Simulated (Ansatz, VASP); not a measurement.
## PbI3: VASP beside Ansatz

```
Pb I
1.0
     5.62161    0.00000    0.00000
    -2.81081    4.86846    0.00000
     0.00000    0.00000    6.23458
Pb I
1 3
Direct
  0.00000 0.00000 0.37284
  0.50000 0.00000 0.94948
  0.00000 0.50000 0.94948
  0.50000 0.50000 0.94948
```

Alike in both runs: task relaxation of cell and atoms; functional PBE; k mesh 6 × 6 × 4; occupations gaussian, width 0.1 eV; no spin polarisation.

|  | VASP | Ansatz |
| --- | --- | --- |
| version | VASP 6.6.1 | Ansatz 0.2.0 |
| potentials or method | VASP PAW PBE potentials, release 64 (Pb_d, I), cutoff 600 eV | scalar-relativistic, plane waves, PAW |
| valence electrons in the cell | 35 | 65 |

Ansatz gave:

```
gap on the k mesh at the Fermi level, each at its own relaxed structure (eV) : none
relaxed volume (Å³/atom)                                                     : 43.51
relaxed cell length with the largest relative difference (Å)                 : 6.916
```

Question: Estimate VASP's values.

Answer: gap on the k mesh at the Fermi level, each at its own relaxed structure (eV): none; relaxed volume (Å³/atom): 43.43; relaxed cell length with the largest relative difference (Å): 6.907.

A gap of «none» marks a metal or a gap that the smearing closes. VASP's potentials hold 35 valence electrons a cell and Ansatz's 65, so a difference there can come from the potentials and not from the codes.

Spin-orbit coupling is off throughout.
